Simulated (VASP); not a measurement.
A run of VASP 6.6.1:

The input POSCAR:

```
CaSe
1.0
    0.0000000000      3.2795613661      3.2795613661
    3.2795613661      0.0000000000      3.2795613661
    3.2795613661      3.2795613661      0.0000000000
Ca Se
1 1
Direct
    0.0000000000      0.0000000000      0.0000000000
    0.2500000000      0.2500000000      0.2500000000
```

INCAR.step1

```
ALGO = Normal ; EDIFF = 1E-4
ENCUT = 520 ; GGA = PE
ISMEAR = 0 ; LASPH = True
LCHARG = False ; LREAL = False
LWAVE = True ; NBANDS = 15
NELM = 60 ; PREC = Accurate
SIGMA = 0.01
```

File INCAR.step2:

```
ALGO = Normal ; EDIFF = 1E-6
ENCUT = 520 ; ISIF = 2
ISMEAR = 0 ; ISTART = 1
LASPH = True ; LCHARG = False
LMIXTAU = True ; LREAL = False
LWAVE = False ; METAGGA = R2SCAN
NBANDS = 15 ; NELM = 60
PREC = Accurate ; SIGMA = 0.01
```

Contents of KPOINTS:

```
k-points
0
Gamma
  4 4 4
```

Potentials or basis: VASP PAW PBE potentials, release 64 (Ca_sv, Se).

Command:

```console
$ cat potpaw_PBE.64/Ca_sv/POTCAR potpaw_PBE.64/Se/POTCAR > POTCAR
$ cp INCAR.step1 INCAR
$ mpirun -np 1 vasp_std > vasp.out
$ cp INCAR.step2 INCAR
$ mpirun -np 1 vasp_std > vasp.out
```

Hardware: 1 thread of Intel(R) Xeon(R) Platinum 8259CL CPU @ 2.50GHz (Skylake/Cascade Lake) (shared host).

Problem. Estimate the wall time of this run.

Solution. Run time: 55 s on 1 thread of Intel(R) Xeon(R) Platinum 8259CL CPU @ 2.50GHz (Skylake/Cascade Lake) (shared host), peak memory 0.22 GiB. Counts: k points 8.
